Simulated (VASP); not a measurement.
Here is a VASP 6.6.1 calculation.

The input INCAR:

```
SYSTEM = Ga2Cl
  PREC = Accurate
  ENCUT = 600
  EDIFF = 1E-6
  ISMEAR = 0
  SIGMA = 0.1
  LREAL = .FALSE.
  LASPH = .TRUE.
  NELM = 80
  ALGO = Normal
  ISIF = 3
  LWAVE = .FALSE.
  LCHARG = .FALSE.
  GGA = PE
  IBRION = 2
  NSW = 100
  EDIFFG = -0.01
```

The input KPOINTS:

```
regular mesh
0
G
  12 12 12
  0 0 0
```

Contents of POSCAR:

```
Ga2Cl
1.0
    0.0000000000      3.5226123726      3.5226123726
    3.5226123726      0.0000000000      3.5226123726
    3.5226123726      3.5226123726      0.0000000000
Ga Cl
2 1
Direct
    0.2500000000      0.2500000000      0.2500000000
    0.7500000000      0.7500000000      0.7500000000
    0.0000000000      0.0000000000      0.0000000000
```

Potentials or basis: VASP PAW PBE potentials, release 64 (Ga_d, Cl).

Command:

```sh
$ cat potpaw_PBE.64/Ga_d/POTCAR potpaw_PBE.64/Cl/POTCAR > POTCAR
$ mpirun -np 1 vasp_std > vasp.out
```

(1) What does it give for the space group after relaxing (to 0.1 Å)?

(2) Estimate the band gap on the k mesh.

(3) What does it give for the relaxed volume?

Answers

(1) Fm-3m (No. 225).

(2) zero (an odd number of electrons rules out a gap without spin polarisation).

(3) 29.47 Å³/atom.

Caveat: an odd number of electrons without spin polarisation forces a metal; a magnetic or distorted state may lie lower.
